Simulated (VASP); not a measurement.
# Li4Nb4O11 (a cell with a defect): single point with PBEsol

Crystal: Li4Nb4O11 (a cell with a defect).

```
Li Nb O
1.0
     5.19508    0.00000    0.00000
     0.00000    2.99938   -4.72717
     0.00000    5.99876    4.72717
Li Nb O
4 4 11
Direct
  0.00000 0.28654 0.35673
  0.50000 0.78654 0.85673
  0.00000 0.71346 0.64327
  0.50000 0.21346 0.14327
  0.00000 0.71116 0.14442
  0.50000 0.21116 0.64442
  0.00000 0.28884 0.85558
  0.50000 0.78884 0.35558
  0.80210 0.02531 0.75899
  0.30210 0.52531 0.25899
  0.32730 0.15471 0.88839
  0.37060 0.85262 0.58630
  0.87060 0.35262 0.08630
  0.19790 0.97469 0.24101
  0.69790 0.47469 0.74101
  0.17270 0.34529 0.61161
  0.75694 0.90347 0.18141
  0.62940 0.14738 0.41370
  0.12940 0.64738 0.91370
```

This cell differs from its parent crystal: atom 17 moved 0.167 of the way to it and +0.600 Å across, host rigid.

```json
{
 "Program": "VASP 6.6.1",
 "Task": "single point",
 "Functional": "PBEsol",
 "Potentials or basis": "VASP PAW PBE potentials, release 64 (Li_sv, Nb_sv, O)",
 "Cutoff": "520 eV",
 "k mesh": "4 × 4 × 4",
 "Occupations": "gaussian, width 0.05 eV",
 "Spin": "no spin polarisation",
 "Dipole correction": "no",
 "Charge": "2",
 "Further INCAR settings": "LREAL = Auto; ALGO = Normal; EDIFF = 1e-06; NBANDS = 80; NELECT = 128.0"
}
```

| Quantity | Value |
| --- | --- |
| Largest force | 11.813 eV/Å |

Forces in eV/Å, atoms in the order of the input:
```
Li   0.331 -0.468  0.764
Li  -0.178 -0.393 -0.272
Li   0.388  0.944  0.601
Li  -0.074 -0.038 -0.230
Nb   8.427 -7.834  2.678
Nb   0.002  1.486  0.064
Nb   0.441 -1.133 -0.082
Nb  -4.443  2.497 -1.722
O   -0.105 -0.155  0.195
O    0.288  1.076 -0.138
O   -0.066 -0.058  0.073
O    0.743 -1.985 -0.230
O   -0.540  2.345 -0.061
O    3.199  0.960  1.361
O    0.072 -0.103 -0.506
O   -0.298  0.045 -0.242
O   -7.363  1.232 -2.098
O   -0.343  0.459  0.230
O   -0.481  1.125 -0.384
```

Levels at points of the mesh, in eV from the Fermi level:
```csv
k point,band 61,band 62,band 63,band 64,band 65,band 66,band 67,band 68
"(0.00, 0.00, 0.00)",-0.91,-0.78,-0.69,-0.39,1.03,2.34,2.62,3.37
"(0.50, 0.00, 0.00)",-0.96,-0.82,-0.53,-0.52,1.35,2.23,2.71,2.96
"(0.00, 0.50, 0.00)",-0.93,-0.76,-0.61,-0.51,1.08,2.49,2.68,3.41
"(0.50, 0.50, 0.00)",-0.79,-0.70,-0.60,-0.54,1.33,2.31,2.67,3.01
"(0.00, 0.00, 0.50)",-0.87,-0.74,-0.63,-0.41,1.09,2.30,2.67,3.37
"(0.50, 0.00, 0.50)",-0.92,-0.73,-0.54,-0.50,1.33,2.24,2.69,2.97
"(0.00, 0.50, 0.50)",-0.87,-0.73,-0.61,-0.50,1.03,2.49,2.65,3.32
"(0.50, 0.50, 0.50)",-0.90,-0.72,-0.62,-0.57,1.30,2.31,2.71,3.04
```

It took 18 min on 1 thread of Intel(R) Xeon(R) Platinum 8259CL CPU @ 2.50GHz (Skylake/Cascade Lake) (shared host), peak memory 0.55 GiB.

Caveat: the cell carries a net charge on a neutralising background, which shifts energy and pressure; the cell differs from its parent crystal (atom 17 moved 0.167 of the way to it and +0.600 Å across, host rigid); the cell is charged against a uniform background, so pressure and absolute levels hang on convention; the PAW data sets were made with another functional, which shifts forces and pressure a little.
